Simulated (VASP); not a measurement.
# ReS2 in VASP: a series of runs, part 2 of 2

VASP 6.6.1. The steps go on from the part before.

## Step 3: Single point, LDA

This run uses another cell than the first one.

File INCAR:

```
SYSTEM = ReS2
PREC = Accurate ; ENCUT = 520
EDIFF = 1E-7 ; ISMEAR = 0
SIGMA = 0.01 ; LREAL = Auto
LASPH = .True. ; NELM = 100
ALGO = Normal ; ISIF = 2
LWAVE = .False. ; LCHARG = .False.
GGA = CA ; NBANDS = 94
```

File KPOINTS:

```
Automatic mesh
0
Gamma
  4 4 1
  0 0 0
```

File POSCAR:

```
ReS2
1.0
    6.3355089393      0.0000000000      0.0000000000
    3.1112149501      5.6366336777      0.0000000000
    0.0000000000      0.0000000000     23.0000000000
Re S
8 16
Direct
    0.1217509518      0.2112687337      0.3653067994
    0.2450136531      0.5872257259      0.3694618331
    0.6948876457      0.1860222256      0.3668415341
    0.6718826780      0.6124710129      0.3679249952
    0.1217509518      0.2112687337      0.6305241907
    0.2450136531      0.5872257259      0.6346792244
    0.6948876457      0.1860222256      0.6320589254
    0.6718826780      0.6124710129      0.6331423865
    0.8663834063      0.8035865928      0.3158850369
    0.3307780708      0.8320972237      0.3087007631
    0.0360291291      0.9663328396      0.4260844165
    0.0008929480      0.5029257807      0.4351155771
    0.5003993430      0.9948860370      0.4188878189
    0.8301116125      0.3387288555      0.2918739789
    0.5366324604      0.4597124372      0.4429240769
    0.3658437923      0.2955096511      0.2996888219
    0.8663834063      0.8035865928      0.5811024282
    0.3307780708      0.8320972237      0.5739181545
    0.0360291291      0.9663328396      0.6913018078
    0.0008929480      0.5029257807      0.7003329684
    0.5003993430      0.9948860370      0.6841052102
    0.8301116125      0.3387288555      0.5570913702
    0.5366324604      0.4597124372      0.7081414682
    0.3658437923      0.2955096511      0.5649062132
```

Potentials or basis: VASP PAW LDA potentials, release 64 (Re, S).

On the command line:

```console
> cat potpaw_LDA.64/Re/POTCAR potpaw_LDA.64/S/POTCAR > POTCAR
> mpirun -np 1 vasp_std > vasp.out
```

OUTCAR:

```text
SYSTEM = ReS2
   PREC = Accurate
   ENCUT = 520
   EDIFF = 1E-7
   ISMEAR = 0
   LREAL = Auto
   LASPH = .True.
   NELM = 100
   ISIF = 2
   GGA = CA

 ion  position               nearest neighbor table
   1  0.122  0.211  0.365-  12 2.30  14 2.34  11 2.36  16 2.40  13 2.45  10 2.51   4 2.77   3 2.79
                             2 2.88
   2  0.245  0.587  0.369-  16 2.30  15 2.34  10 2.36  12 2.40   9 2.45  11 2.51   3 2.77   4 2.79
                             1 2.88
   3  0.695  0.186  0.367-  15 2.34  14 2.34  11 2.36  16 2.41  13 2.44   9 2.46   4 2.68   2 2.77
                             1 2.79
   4  0.672  0.612  0.368-  14 2.34  15 2.34  10 2.36  12 2.41   9 2.44  13 2.46   3 2.68   1 2.77
                             2 2.79
   5  0.122  0.211  0.631-  20 2.30  22 2.34  19 2.36  24 2.40  21 2.45  18 2.51   8 2.77   7 2.79
                             6 2.88
   6  0.245  0.587  0.635-  24 2.30  23 2.34  18 2.36  20 2.40  17 2.45  19 2.51   7 2.77   8 2.79
                             5 2.88
   7  0.695  0.186  0.632-  23 2.34  22 2.34  19 2.36  24 2.41  21 2.44  17 2.46   8 2.68   6 2.77
                             5 2.79
   8  0.672  0.612  0.633-  22 2.34  23 2.34  18 2.36  20 2.41  17 2.44  21 2.46   7 2.68   5 2.77
                             6 2.79
   9  0.866  0.804  0.316-   4 2.44   2 2.45   3 2.46
  10  0.331  0.832  0.309-   2 2.36   4 2.36   1 2.51
  11  0.036  0.966  0.426-   1 2.36   3 2.36   2 2.51
[... 1143 lines left out ...]
     87       2.4163      0.00000
     88       2.4770      0.00000
 [bands above 88 left out]

------------------------ aborting loop because EDIFF is reached ----------------------------------------

  FORCE on cell =-STRESS in cart. coord.  units (eV):
  Direction    XX          YY          ZZ          XY          YZ          ZX
  --------------------------------------------------------------------------------------
  -------------------------------------------------------------------------------------
  Total       -4.6389111     -3.6585007     -2.9184384     -0.5173439     -0.8649943      0.4729218
  in kB       -9.0489352     -7.1364886     -5.6928791     -1.0091617     -1.6873093      0.9225094
  external PRESSURE =      -7.2927676 kB  Pullay stress =       0.0000000 kB

 VOLUME and BASIS-vectors are now :
 -----------------------------------------------------------------------------
  energy-cutoff  :      520.00
  volume of cell :      821.35
      direct lattice vectors                 reciprocal lattice vectors
     6.335508939  0.000000000  0.000000000     0.157840516 -0.087122173  0.000000000
     3.111214950  5.636633678  0.000000000     0.000000000  0.177410855  0.000000000
     0.000000000  0.000000000 23.000000000     0.000000000  0.000000000  0.043478261

 POSITION                                       TOTAL-FORCE (eV/Angst)
 -----------------------------------------------------------------------------------
      1.42866      1.19084      8.40206         0.129886     -0.051277     -0.091308
      3.37927      3.30998      8.49762        -0.125518      0.012866      0.110400
      4.98122      1.04854      8.43736        -0.088244     -0.150621      0.010319
      6.16225      3.45227      8.46227         0.109809      0.134925      0.065917
      1.42866      1.19084     14.50206         0.128637     -0.020222     -0.090712
      3.37927      3.30998     14.59762        -0.132227      0.047239      0.107463
[... 16 lines left out ...]
      4.83010      2.59123     16.28725         0.054131     -0.046000     -0.083131
      3.23720      1.66568     12.99284        -0.029173     -0.149220      0.064305
 -----------------------------------------------------------------------------------
    total drift:                                0.005853      0.005286     -0.003474

  FREE ENERGIE OF THE ION-ELECTRON SYSTEM (eV)
  ---------------------------------------------------
  free  energy   TOTEN  =      -199.9282284510 eV

  energy  without entropy=     -199.9282284510  energy(sigma->0) =     -199.92822845
```

stdout:

```text
POSCAR found type information on POSCAR ReS
 POSCAR found :  2 types and      24 ions
 scaLAPACK will be used
 LDA part: xc-table for (Slater(with rela. corr.)+CA(PZ))
 , standard interpolation
 POSCAR, INCAR and KPOINTS ok, starting setup
 FFT: planning ... GRIDC
 FFT: planning ... GRID_SOFT
 FFT: planning ... GRID
 WAVECAR not read
 entering main loop
```

Wall time 82 min (1 thread of Intel Xeon Platinum 8375C at 2.90GHz (Ice Lake), shared host); peak memory 0.85 GiB.

Results:

| Item | Value |
| --- | --- |
| Free energy | -199.9282 eV |
| Largest force | 0.285 eV/Å |
| Band gap on the k mesh | 1.32 eV |

Forces in eV/Å, atoms in the order of the input:
```
Re   0.130 -0.051 -0.091
Re  -0.126  0.013  0.110
Re  -0.088 -0.151  0.010
Re   0.110  0.135  0.066
Re   0.129 -0.020 -0.091
Re  -0.132  0.047  0.107
Re  -0.114 -0.143 -0.050
Re   0.088  0.147  0.010
S    0.013  0.017  0.198
S   -0.040  0.163  0.131
S    0.031 -0.165 -0.115
S    0.032  0.152 -0.078
S   -0.028 -0.023 -0.189
S   -0.050  0.050  0.068
S   -0.129  0.096 -0.235
S    0.034 -0.099  0.061
S    0.027  0.024  0.187
S   -0.035  0.171  0.109
S    0.037 -0.157 -0.137
S   -0.030  0.099 -0.075
S   -0.015 -0.018 -0.198
S    0.132 -0.093  0.221
S    0.054 -0.046 -0.083
S   -0.029 -0.149  0.064
```

Levels at points of the mesh, in eV from the valence-band top:
| k point | band 73 | band 74 | band 75 | band 76 | band 77 | band 78 | band 79 | band 80 |
| --- | --- | --- | --- | --- | --- | --- | --- | --- |
| (0.00, 0.00, 0.00) | -0.38 | -0.25 | -0.16 | 0.00 | 1.32 | 1.44 | 1.99 | 2.02 |
| (0.50, 0.00, 0.00) | -0.54 | -0.46 | -0.37 | -0.36 | 1.58 | 1.62 | 1.93 | 1.96 |
| (0.00, 0.50, 0.00) | -0.42 | -0.33 | -0.21 | -0.15 | 1.65 | 1.71 | 1.83 | 1.88 |
| (0.50, 0.50, 0.00) | -0.47 | -0.45 | -0.40 | -0.37 | 1.65 | 1.65 | 1.82 | 1.86 |

Caveat: spin-orbit coupling is left out, which moves the levels of the heavy elements.
